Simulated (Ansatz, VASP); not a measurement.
One calculation of MoS2, two programs

```
Mo S
1.0
     3.18413    0.00000    0.00000
    -1.59206    2.75753    0.00000
     0.00000    0.00000   17.33460
Mo S
1 2
Direct
  0.00000 0.00000 0.00000
  0.33333 0.66667 0.08949
  0.33333 0.66667 0.91051
```

Alike in both runs: task relaxation of cell and atoms; functional PBEsol; k mesh 12 × 12 × 2; occupations gaussian, width 0.02 eV; no spin polarisation.

|  | VASP | Ansatz |
| --- | --- | --- |
| version | VASP 6.6.1 | Ansatz 0.2.0 |
| potentials or method | VASP PAW PBE potentials, release 64 (Mo_sv, S), cutoff 600 eV | scalar-relativistic, plane waves, PAW |
| valence electrons in the cell | 26 | 26 |

VASP gave:

| Item | Value |
| --- | --- |
| gap on the k mesh at the Fermi level, each at its own relaxed structure (eV) | 1.81 |
| relaxed volume (Å³/atom) | 49.48 |
| relaxed cell length with the largest relative difference (Å) | 17.376 |

Task: What did Ansatz give for the same quantities?

Result: gap on the k mesh at the Fermi level, each at its own relaxed structure (eV): 1.80; relaxed volume (Å³/atom): 49.39; relaxed cell length with the largest relative difference (Å): 17.337.

VASP's potentials were made for PBE, not for PBEsol. Ansatz's warnings: xc potential rough in thin density.
